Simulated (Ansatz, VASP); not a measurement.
# Pb in VASP and in Ansatz

Contents of INCAR:

```
PREC = Accurate
ENCUT = 600
EDIFF = 1E-6
ISMEAR = -1
SIGMA = 0.05
LREAL = False
LASPH = True
NELM = 100
ALGO = Normal
ISIF = 3
LWAVE = False
LCHARG = False
GGA = PS
IBRION = 2
NSW = 80
EDIFFG = -0.02
```

KPOINTS

```
Automatic mesh
0
Gamma
  9 9 5
```

Contents of POSCAR:

```
Pb
1.0
    3.4800000000      0.0000000000      0.0000000000
   -1.7400000000      3.0137684052      0.0000000000
    0.0000000000      0.0000000000      5.5900000000
Pb
2
Direct
    0.6666666667      0.3333333333      0.7500000000
    0.3333333333      0.6666666667      0.2500000000
```

Contents of input.yaml:

```yaml
crystal:
  lattice:
    - [3.48, 0.0, 0.0]
    - [-1.74, 3.0137684052, 0.0]
    - [0.0, 0.0, 5.59]
  atoms:
    - { symbol: Pb, position: [0.6666666667, 0.3333333333, 0.75] }
    - { symbol: Pb, position: [0.3333333333, 0.6666666667, 0.25] }
kpoints:
  mp_grid: { grid: [9, 9, 5] }
scf:
  occupations: { method: fermi_dirac, width: 0.05 }
hamiltonian:
  xc: pbesol
  pseudopotentials: { kind: all_electron, lapw: { basis_error: 0.001 } }
output:
  forces: true
  stress: true
relax:
  f_tol: 0.02
  max_steps: 60
  cell: {}
```

Alike in both runs: task relaxation of cell and atoms; functional PBEsol; k mesh 9 × 9 × 5; occupations fermi-dirac, width 0.05 eV; no spin polarisation.

|  | VASP | Ansatz |
| --- | --- | --- |
| version | VASP 6.6.1 | Ansatz 0.2.0 |
| potentials or method | VASP PAW PBE potentials, release 64 (Pb_d), cutoff 600 eV | all-electron LAPW, scalar-relativistic |

|  | VASP | Ansatz | Ansatz less VASP |
| --- | --- | --- | --- |
| relaxed volume (Å³/atom) | 29.80 | 29.81 | +0.010 |
| relaxed cell length with the largest relative difference (Å) | 5.843 | 5.847 | +0.0040 |

VASP's potentials were made for PBE, not for PBEsol. Ansatz ran all-electron here, and VASP with PAW potentials.

Spin-orbit coupling is off throughout.
